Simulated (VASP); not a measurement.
A run of VASP 6.6.1 is set up as follows.

The input INCAR:

```
SYSTEM = PbS
  PREC = Accurate
  ENCUT = 520
  EDIFF = 1E-7
  ISMEAR = 0
  SIGMA = 0.05
  LREAL = .FALSE.
  LASPH = .TRUE.
  NELM = 100
  ALGO = Normal
  ISIF = 2
  LWAVE = .FALSE.
  LCHARG = .FALSE.
  GGA = PE
  NBANDS = 17
```

The input KPOINTS:

```
Automatic mesh
0
G
  10 10 10
  0 0 0
```

The input POSCAR:

```
PbS
1.0
    0.0000000000      3.0490577500      3.0490577500
    3.0490577500      0.0000000000      3.0490577500
    3.0490577500      3.0490577500      0.0000000000
Pb S
1 1
Direct
    0.0000000000      0.0000000000      0.0000000000
    0.5000000000      0.5000000000      0.5000000000
```

Potentials or basis: VASP PAW PBE potentials, release 64 (Pb_d, S).

Run with:

```console
$ cat potpaw_PBE.64/Pb_d/POTCAR potpaw_PBE.64/S/POTCAR > POTCAR
$ mpirun -np 1 vasp_std > vasp.out
```

Predict the band gap on the k mesh.

0.63 eV, direct.

What does it give for the pressure?

-2.2 GPa.

Caveat: the cell differs from its parent crystal (strained); spin-orbit coupling is left out, which moves the levels of the heavy elements. A k mesh can miss the band edges.
